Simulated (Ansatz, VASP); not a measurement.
One calculation of In2Sb2Cl, two programs

The input INCAR:

```
SYSTEM = In2Sb2Cl
  PREC = Accurate
  ENCUT = 520
  EDIFF = 1E-6
  ISMEAR = 0
  SIGMA = 0.1
  LREAL = .FALSE.
  LASPH = .TRUE.
  NELM = 80
  ALGO = Normal
  ISIF = 2
  LWAVE = .FALSE.
  LCHARG = .FALSE.
  LDIPOL = .TRUE.
  IDIPOL = 3
  DIPOL = 0.5 0.5 0.342
  GGA = PE
  IVDW = 12
  NBANDS = 30
```

KPOINTS

```
Automatic mesh
0
G
  6 6 1
  0 0 0
```

The input POSCAR:

```
In2Sb2Cl
1.0
    4.6293886023      0.0000000000      0.0000000000
   -2.3146943012      4.0091681336      0.0000000000
    0.0000000000      0.0000000000     22.0151773295
Sb In Cl
2 2 1
Direct
    0.0000000000      0.0000000000      0.1816928358
    0.3333333333      0.6666666667      0.3609342971
    0.3333333333      0.6666666667      0.2246164052
    0.6666666667      0.3333333333      0.3958713209
    1.5555555556      0.7777777778      0.5457679105
```

Input for Ansatz:

```yaml
crystal:
  lattice:
    - [4.6293886023, 0.0, 0.0]
    - [-2.3146943012, 4.0091681336, 0.0]
    - [0.0, 0.0, 22.0151773295]
  atoms:
    - { symbol: Sb, position: [0.0, 0.0, 0.1816928358] }
    - { symbol: In, position: [0.3333333333, 0.6666666667, 0.2246164052] }
    - { symbol: Sb, position: [0.3333333333, 0.6666666667, 0.3609342971] }
    - { symbol: In, position: [0.6666666667, 0.3333333333, 0.3958713209] }
    - { symbol: Cl, position: [1.5555555556, 0.7777777778, 0.5457679105] }
basis:
  ecutwfc: 420
kpoints:
  mp_grid: { grid: [6, 6, 1] }
hamiltonian:
  xc: pbe
  pseudopotentials: { kind: paw, azcp: { folder: soft_1 } }
  dispersion: d3bj
scf:
  occupations: { method: gaussian, width: 0.1 }
output:
  forces: true
  eigenvalues: true
efield:
  axis: 3
  dipole_correction: true
  ramp_width: 0.04
```

Alike in both runs: task single point; functional PBE; dispersion D3(BJ); k mesh 6 × 6 × 1; occupations gaussian, width 0.1 eV; no spin polarisation.

|  | VASP | Ansatz |
| --- | --- | --- |
| version | VASP 6.6.1 | Ansatz 0.2.0 |
| potentials or method | VASP PAW PBE potentials, release 64 (Sb, In_d, Cl), cutoff 520 eV | scalar-relativistic, plane waves, PAW |
| valence electrons in the cell | 43 | 63 |

```tsv
	VASP	Ansatz	Ansatz less VASP
gap on the k mesh at the Fermi level (eV)	none	none	-
rms of the force components (eV/Å)	0.294	0.293	-0.0003
```

A gap of «none» marks a metal or a gap that the smearing closes. VASP's potentials hold 43 valence electrons a cell and Ansatz's 63, so a difference there can come from the potentials and not from the codes.

Spin-orbit coupling is off throughout.
